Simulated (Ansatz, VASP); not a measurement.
# One calculation of Hf2TaN3, two programs

INCAR

```
  PREC = Accurate
  ENCUT = 520
  EDIFF = 1E-6
  ISMEAR = 0
  SIGMA = 0.1
  LREAL = F
  LASPH = T
  NELM = 80
  ALGO = Normal
  ISIF = 2
  LWAVE = F
  LCHARG = F
  GGA = PE
  NBANDS = 32
```

File KPOINTS:

```
Automatic mesh
0
Gamma
  6 6 2
```

The input POSCAR:

```
Hf2TaN3
1.0
    3.2853603600      0.0000000000      0.0000000000
    0.0000000000      3.2853603600      0.0000000000
    0.0000000000      0.0000000000      8.0086993900
Hf Ta N
2 1 3
Direct
    0.0000000000      0.0000000000      0.0094770000
    0.5000000000      0.5000000000      0.4938240100
    0.5000000000      0.5000000000      0.1658110000
    0.0000000000      0.0000000000      0.6709480300
    0.0000000000      0.0000000000      0.3257620000
    0.5000000000      0.5000000000      0.8341779700
```

Input for Ansatz:

```yaml
crystal:
  lattice:
    - [3.28536036, 0.0, 0.0]
    - [0.0, 3.28536036, 0.0]
    - [0.0, 0.0, 8.00869939]
  atoms:
    - { symbol: Hf, position: [0.0, 0.0, 0.009477] }
    - { symbol: Hf, position: [0.5, 0.5, 0.49382401] }
    - { symbol: Ta, position: [0.5, 0.5, 0.165811] }
    - { symbol: "N", position: [0.0, 0.0, 0.67094803] }
    - { symbol: "N", position: [0.0, 0.0, 0.325762] }
    - { symbol: "N", position: [0.5, 0.5, 0.83417797] }
basis:
  ecutwfc: 420
kpoints:
  mp_grid: { grid: [6, 6, 2] }
hamiltonian:
  xc: pbe
scf:
  occupations: { method: gaussian, width: 0.1 }
  lower_state_search: "off"
output:
  forces: true
  stress: true
  eigenvalues: true
```

Change from the starting cell: species swapped into the Dy2CuAg3 type (P4mm, No. 99).

Alike in both runs: task single point; functional PBE; k mesh 6 × 6 × 2; occupations gaussian, width 0.1 eV; no spin polarisation.

|  | VASP | Ansatz |
| --- | --- | --- |
| version | VASP 6.6.1 | Ansatz 0.2.0 |
| potentials or method | VASP PAW PBE potentials, release 64 (Hf_pv, Ta_pv, N), cutoff 520 eV | scalar-relativistic, plane waves, PAW |
| valence electrons in the cell | 46 | 80 |

```csv
,VASP,Ansatz,Ansatz less VASP
gap on the k mesh at the Fermi level (eV),none,none,-
pressure (GPa),-12.1,-11.5,+0.53
"traceless stress, the component that is largest in VASP (GPa)",-1.78,-1.74,+0.044
rms of the force components (eV/Å),3.052,3.059,+0.0074
```

Atom by atom the forces differ by 0.014 eV/Å (rms over components). A gap of «none» marks a metal or a gap that the smearing closes. VASP's potentials hold 46 valence electrons a cell and Ansatz's 80, so a difference there can come from the potentials and not from the codes.

The k mesh is coarse, so the values compare programs but aren't converged. Neither program's run includes spin-orbit coupling.
